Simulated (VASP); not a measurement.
# SnTe (I4/mmm) in VASP: single point with PBE

Aim: the single point of SnTe with PBE.

Everything below comes from runs of VASP 6.6.1. Logs are shortened: lines on timing, memory, paths and dates and some standing lists are left out, and cuts for length are marked.

**1. The cell of the first run**

Symmetry: I4/mmm, No. 139, tetragonal system. The conventional cell has a = 4.464 Å, b = 4.464 Å, c = 6.124 Å, α = 90.00°, β = 90.00°, γ = 90.00°. Sn (site symmetry 4/mmm) has 6 Te at 3.06 to 3.16 Å within 4.0 Å. Within 4.0 Å of Te (site symmetry 4/mmm) lie 6 Sn at 3.06 to 3.16 Å.

**2. Single point, PBE (zz strain of -3 %)**

The input, INCAR:

```
SYSTEM = SnTe
PREC = Accurate ; ENCUT = 520
EDIFF = 1E-7 ; ISMEAR = -1
SIGMA = 0.08 ; LREAL = .False.
LASPH = .True. ; NELM = 100
ALGO = Normal ; ISIF = 2
LWAVE = .False. ; LCHARG = .False.
GGA = PE ; NBANDS = 17
```

The input, KPOINTS:

```
Automatic mesh
0
Gamma
  11 11 11
  0 0 0
```

The input, POSCAR:

```
SnTe
1.0
    0.0000000000      3.1565000000      3.0618050000
    3.1565000000      0.0000000000      3.0618050000
    3.1565000000      3.1565000000      0.0000000000
Sn Te
1 1
Direct
    0.0000000000      0.0000000000      0.0000000000
    0.5000000000      0.5000000000      0.5000000000
```

Potentials or basis: VASP PAW PBE potentials, release 64 (Sn_d, Te).

On the command line:

```console
cat potpaw_PBE.64/Sn_d/POTCAR potpaw_PBE.64/Te/POTCAR > POTCAR
mpirun -np 1 vasp_std > vasp.out
```

OUTCAR:

```text
SYSTEM = SnTe
   PREC = Accurate
   ENCUT = 520
   EDIFF = 1E-7
   ISMEAR = -1
   LREAL = .False.
   LASPH = .True.
   NELM = 100
   ISIF = 2
   GGA = PE

 ion  position               nearest neighbor table
   1  0.000  0.000  0.000-   2 3.06   2 3.06   2 3.16   2 3.16   2 3.16   2 3.16
   2  0.500  0.500  0.500-   1 3.06   1 3.06   1 3.16   1 3.16   1 3.16   1 3.16

  LATTYP: Found a body centered tetragonal cell.
 ALAT       =     4.4639651096
 C/A-ratio  =     1.3717871555

  Lattice vectors:

 A1 = (   0.0000000000,  -3.1565000000,  -3.0618050000)
 A2 = (   0.0000000000,   3.1565000000,  -3.0618050000)
 A3 = (   3.1565000000,   0.0000000000,   3.0618050000)

Analysis of symmetry for initial positions (statically):
=====================================================================
 Subroutine PRICEL returns:
 Original cell was already a primitive cell.

 Routine SETGRP: Setting up the symmetry group for a
 body centered tetragonal supercell.

 Subroutine GETGRP returns: Found 16 space group operations
 (whereof 16 operations were pure point group operations)
 out of a pool of 16 trial point group operations.

The static configuration has the point symmetry D_4h.

Analysis of symmetry for dynamics (positions and initial velocities):
=====================================================================
 Subroutine PRICEL returns:
 Original cell was already a primitive cell.

 Routine SETGRP: Setting up the symmetry group for a
 body centered tetragonal supercell.

 Subroutine GETGRP returns: Found 16 space group operations
 (whereof 16 operations were pure point group operations)
 out of a pool of 16 trial point group operations.

The dynamic configuration has the point symmetry D_4h.

 Subroutine INISYM returns: Found 16 space group operations
 (whereof 16 operations are pure point group operations),
 and found     1 'primitive' translations

----------------------------------------------------------------------------------------

                                     Primitive cell

  volume of cell :      61.0125

  direct lattice vectors                    reciprocal lattice vectors
     0.000000000  3.156500000  3.061805000    -0.158403295  0.158403295  0.163302366
     3.156500000  0.000000000  3.061805000     0.158403295 -0.158403295  0.163302366
     3.156500000  3.156500000  0.000000000     0.158403295  0.158403295 -0.163302366

  length of vectors
     4.397515447  4.397515447  4.463965110     0.277219895  0.277219895  0.277219895

  position of ions in fractional coordinates (direct lattice)
     0.000000000  0.000000000  0.000000000
     0.500000000  0.500000000  0.500000000

  ion indices of the primitive-cell ions
   primitive index   ion index
                 1           1
                 2           2

----------------------------------------------------------------------------------------

 KPOINTS: Automatic mesh

Automatic generation of k-mesh.
 Grid dimensions read from file:
 generate k-points for:   11   11   11

 Generating k-lattice:

  Cartesian coordinates                     Fractional coordinates (reciprocal lattice)
    -0.014400300  0.014400300  0.014845670     0.090909091  0.000000000  0.000000000
     0.014400300 -0.014400300  0.014845670     0.000000000  0.090909091  0.000000000
     0.014400300  0.014400300 -0.014845670     0.000000000  0.000000000  0.090909091

  Length of vectors
     0.025201809  0.025201809  0.025201809

  Shift w.r.t. Gamma in fractional coordinates (k-lattice)
     0.000000000  0.000000000  0.000000000

 Subroutine IBZKPT returns following result:
 ===========================================

 Found    126 irreducible k-points:

 Following reciprocal coordinates:
            Coordinates               Weight
  0.000000  0.000000  0.000000      1.000000
  0.090909 -0.000000  0.000000      8.000000
  0.181818 -0.000000  0.000000      8.000000
  0.272727  0.000000  0.000000      8.000000
  0.363636 -0.000000  0.000000      8.000000
  0.454545  0.000000  0.000000      8.000000
[... 16 lines left out ...]
 -0.272727  0.181818  0.000000      8.000000
 -0.181818  0.181818  0.000000      4.000000
 [... further k-points ...]
   k-points           NKPTS =    126   k-points in BZ     NKDIM =    126   number of bands    NBANDS=     17
   number of dos      NEDOS =    301   number of ions     NIONS =      2
   total plane-waves  NPLWV =  46656
   dimension x,y,z NGX =    36 NGY =   36 NGZ =   36
   dimension x,y,z NGXF=    72 NGYF=   72 NGZF=   72
   ions per type =               1   1
   NGX,Y,Z   is equivalent  to a cutoff of  13.61, 13.61, 13.41 a.u.
   NGXF,Y,Z  is equivalent  to a cutoff of  27.22, 27.22, 26.81 a.u.
 SYSTEM =  SnTe
   PREC   = accura    normal or accurate (medium, high low for compatibility)
   ISTART =      0    job   : 0-new  1-cont  2-samecut
   ICHARG =      2    charge: 1-file 2-atom 10-const
   ISPIN  =      1    spin polarized calculation?
   LNONCOLLINEAR =      F non collinear calculations
   LSORBIT =      F    spin-orbit coupling
   LASPH  =      T    aspherical Exc in radial PAW
   ENCUT  =  520.0 eV  38.22 Ry    6.18 a.u.   8.18  8.18  8.30*2*pi/ulx,y,z
   NELM   =    100;   NELMIN=  2; NELMDL= -5     # of ELM steps
   EDIFF  = 0.1E-06   stopping-criterion for ELM
   LREAL  =      F    real-space projection
   EDIFFG = 0.1E-05   stopping-criterion for IOM
   NSW    =      0    number of steps for IOM
   IBRION =     -1    ionic relax: 0-MD 1-quasi-New 2-CG
   NFREE  =      0    steps in history (QN), initial steepest desc. (CG)
   ISIF   =      2    stress and relaxation
   ISYM   =      2    0-nonsym 1-usesym 2-fastsym
   POTIM  = 0.5000    time-step for ionic-motion
   TEBEG  =    0.0;   TEEND  =   0.0 temperature during run
   PSTRESS=    0.0 pullay stress
   NELECT =      20.0000    total number of electrons
   NUPDOWN=      -1.0000    fix difference up-down
   EMIN   =  10.00;   EMAX   =-10.00  energy-range for DOS
   EFERMI =   0.00;   METHOD = LEGACY
   ISMEAR =    -1;   SIGMA  =   0.08  broadening in eV -4-tet -1-fermi 0-gaus
   EFERMI_NEDOS =   21; number of points for ismear=-14 and -15
   IALGO  =     38    algorithm
   IMIX   =      4    mixing-type and parameters
     AMIX     =   0.40;   BMIX     =  1.00
     AMIX_MAG =   1.60;   BMIX_MAG =  1.00
  volume/ion in A,a.u.               =      30.51       205.87
  Fermi-wavevector in a.u.,A,eV,Ry     =   1.128786  2.133097 17.335984  1.274159
  Thomas-Fermi vector in A             =   2.265478
   LORBIT       =      0    0 simple, 1 ext, 2 COOP (PROOUT), +10 PAW based schemes
   GGA     = PE    functional components
   LHFCALC =     F    Hartree Fock is set to
   AEXX    =    0.0000 exact exchange contribution
   IVDW    =     0    specifies the selected vdW correction
   LEPSILON=     F    determine dielectric tensor
   LRPA    =     F    only Hartree local field effects (RPA)
 non-spin polarized calculation
  energy-cutoff  :      520.00
  volume of cell :       61.01
 maximum number of plane-waves:      1660
 NGX is ok and might be reduce to    36
   NGX = 17   NGY = 17   NGZ = 17

 number of electron      19.9999995 magnetization

 Free energy of the ion-electron system (eV)
  ---------------------------------------------------
  ext. energy  EPLUGINS =         0.00000000
  ---------------------------------------------------
  free energy    TOTEN  =        -7.49663688 eV

  energy without entropy =       -7.49406737  energy(sigma->0) =       -7.49535212

 E-fermi :   7.2958     XC(G=0):  -9.6056

 val. band max:        7.1461817194   @ k =   0.4545   0.0000   0.0000
 cond. band min:       7.5414640493   @ k =   0.4545   0.0000   0.0000
 fundamental gap:      0.3952823299
 Fermi energy:         7.2957604337

 k-point     1 :       0.0000    0.0000    0.0000
  band No.  band energies     occupation
      1     -14.6416      2.00000
      2     -14.6347      2.00000
      3     -14.6325      2.00000
      4     -14.6268      2.00000
      5     -14.6268      2.00000
      6      -5.7222      2.00000
[... 9 lines left out ...]
     16      12.1303      0.00000
     17      13.9292      0.00000

 k-point     2 :       0.0909   -0.0000    0.0000
  band No.  band energies     occupation
      1     -14.6418      2.00000
      2     -14.6345      2.00000
      3     -14.6329      2.00000
      4     -14.6265      2.00000
      5     -14.6263      2.00000
      6      -5.6495      2.00000
[... 9 lines left out ...]
     16      12.2417      0.00000
     17      14.4729      0.00000

 k-point     3 :       0.1818   -0.0000    0.0000
  band No.  band energies     occupation
      1     -14.6426      2.00000
      2     -14.6352      2.00000
      3     -14.6329      2.00000
      4     -14.6255      2.00000
      5     -14.6247      2.00000
      6      -5.4373      2.00000
[... 9 lines left out ...]
     16      12.6965      0.00000
     17      15.7217      0.00000

 k-point     4 :       0.2727    0.0000    0.0000
  band No.  band energies     occupation
      1     -14.6439      2.00000
      2     -14.6371      2.00000
      3     -14.6319      2.00000
      4     -14.6240      2.00000
      5     -14.6225      2.00000
      6      -5.1085      2.00000
[... 9 lines left out ...]
     16      13.4449      0.00000
     17      17.2945      0.00000
[... 343 lines left out ...]
      1     -14.6445      2.00000
      2     -14.6420      2.00000
      3     -14.6304      2.00000
      4     -14.6215      2.00000
      5     -14.6190      2.00000
      6      -4.3478      2.00000
[... 9 lines left out ...]
     16      14.4955      0.00000
     17      17.9030      0.00000

 k-point    23 :      -0.2727    0.1818    0.0000
  band No.  band energies     occupation
      1     -14.6449      2.00000
      2     -14.6396      2.00000
      3     -14.6292      2.00000
      4     -14.6234      2.00000
      5     -14.6209      2.00000
      6      -4.6743      2.00000
[... 9 lines left out ...]
     16      15.9551      0.00000
     17      16.6340      0.00000

 k-point    24 :      -0.1818    0.1818    0.0000
  band No.  band energies     occupation
      1     -14.6447      2.00000
      2     -14.6373      2.00000
      3     -14.6293      2.00000
      4     -14.6249      2.00000
      5     -14.6229      2.00000
      6      -5.0208      2.00000
[... 9 lines left out ...]
     16      15.2560      0.00000
     17      15.7923      0.00000

 [... further k-points ...]

------------------------ aborting loop because EDIFF is reached ----------------------------------------

  FORCE on cell =-STRESS in cart. coord.  units (eV):
  Direction    XX          YY          ZZ          XY          YZ          ZX
  --------------------------------------------------------------------------------------
  -------------------------------------------------------------------------------------
  Total        0.8099556      0.8099556      2.6558954      0.0000000      0.0000000     -0.0000000
  in kB       21.2692756     21.2692756     69.7432919      0.0000000      0.0000000     -0.0000000
  external PRESSURE =      37.4272810 kB  Pullay stress =       0.0000000 kB

 VOLUME and BASIS-vectors are now :
 -----------------------------------------------------------------------------
  energy-cutoff  :      520.00
  volume of cell :       61.01
      direct lattice vectors                 reciprocal lattice vectors
     0.000000000  3.156500000  3.061805000    -0.158403295  0.158403295  0.163302366
     3.156500000  0.000000000  3.061805000     0.158403295 -0.158403295  0.163302366
     3.156500000  3.156500000  0.000000000     0.158403295  0.158403295 -0.163302366

 POSITION                                       TOTAL-FORCE (eV/Angst)
 -----------------------------------------------------------------------------------
      0.00000      0.00000      0.00000        -0.000000      0.000000      0.000000
      3.15650      3.15650      3.06181         0.000000      0.000000      0.000000
 -----------------------------------------------------------------------------------
    total drift:                               -0.000000      0.000000      0.000000

  FREE ENERGIE OF THE ION-ELECTRON SYSTEM (eV)
  ---------------------------------------------------
  free  energy   TOTEN  =        -7.4966368759 eV

  energy  without entropy=       -7.4940673708  energy(sigma->0) =       -7.49535212
```

It took 4.7 min on 1 thread of AMD EPYC 7R13, shared host; peak memory 0.26 GiB.

Results:

```
Free energy            : -7.4966 eV
Pressure               : 3.7 GPa
Band gap on the k mesh : 0.40 eV
```

Caveat: the cell differs from its parent crystal (zz strain of -3 %); the cell stands under pressure; semilocal functionals underestimate gaps, and a narrow one can read as zero; spin-orbit coupling is left out, which moves the levels of the heavy elements.
